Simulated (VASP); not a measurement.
A run of VASP 6.6.1:

INCAR

```
PREC = Accurate
ENCUT = 600
EDIFF = 1E-6
ISMEAR = 1
SIGMA = 0.05
LREAL = False
LASPH = True
NELM = 100
ALGO = Normal
ISIF = 3
LWAVE = False
LCHARG = False
GGA = PS
IBRION = 2
NSW = 80
EDIFFG = -0.005
```

The input KPOINTS:

```
regular mesh
0
Gamma
  11 11 11
```

The input POSCAR:

```
La
1.0
   -2.1238310000      2.1238310000      2.1238310000
    2.1238310000     -2.1238310000      2.1238310000
    2.1238310000      2.1238310000     -2.1238310000
La
1
Direct
    0.0000000000      0.0000000000      0.0000000000
```

Potentials or basis: VASP PAW PBE potentials, release 64 (La).

Command:

```sh
$ cat potpaw_PBE.64/La/POTCAR > POTCAR
$ mpirun -np 1 vasp_std > vasp.out
```

Hardware: 1 thread of Intel(R) Xeon(R) Platinum 8259CL CPU @ 2.50GHz (Skylake/Cascade Lake), with other jobs on the host.

**Question.** How long does it take, and how much memory?

**Answer.** Wall time 86 s on 1 thread of Intel(R) Xeon(R) Platinum 8259CL CPU @ 2.50GHz (Skylake/Cascade Lake), with other jobs on the host, peak memory 0.2 GiB. Counts: scf iterations 39, k points 56, ion steps 5.
